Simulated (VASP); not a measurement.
TiO2:

```
Ti O
1.0
     2.66946   -2.67007    0.00000
     2.66946    2.67007    0.00000
    -2.59794    0.00000    4.73181
Ti O
2 4
Cartesian
  2.0200 1.9539 1.1830
  0.7210 -1.9539 3.5489
  -0.6121 -0.6474 3.1568
  3.3531 0.6474 1.5750
  2.0541 -0.6474 3.9409
  0.6869 0.6474 0.7909
```

Base run:

```yaml
Program: VASP 6.6.1
Functional: LDA
Potentials_or_basis: VASP PAW LDA potentials, release 64 (Ti_sv, O)
Cutoff: 520 eV
k_mesh: 6 × 6 × 4
Occupations: gaussian, width 0.01 eV
Spin: no spin polarisation
```

Its results: band gap on the k mesh 2.03 eV, indirect (least direct gap 2.37 eV); pressure -3.6 GPa; largest force 0.117 eV/Å.

Q: The run is repeated on the same cell with these changes: potentials or basis from VASP PAW LDA potentials, release 64 (Ti_sv, O) to VASP PAW LDA potentials, release 64 (Ti_sv, O_h); cutoff from 520 eV to 910 eV; further incar settings from ALGO = Normal; EDIFF = 1e-07; NBANDS = 33 to ALGO = Normal; EDIFF = 1e-06; NBANDS = 33. What comes out?

A: Band gap on the k mesh 2.04 eV, indirect (least direct gap 2.38 eV); pressure -4.1 GPa; largest force 0.109 eV/Å.

Caveats: the cutoff is under 1.25 times the usual one of these potentials, so pressure, stress and relaxed cells hold a basis-set (Pulay) error (some runs).

A k mesh can miss the band edges.
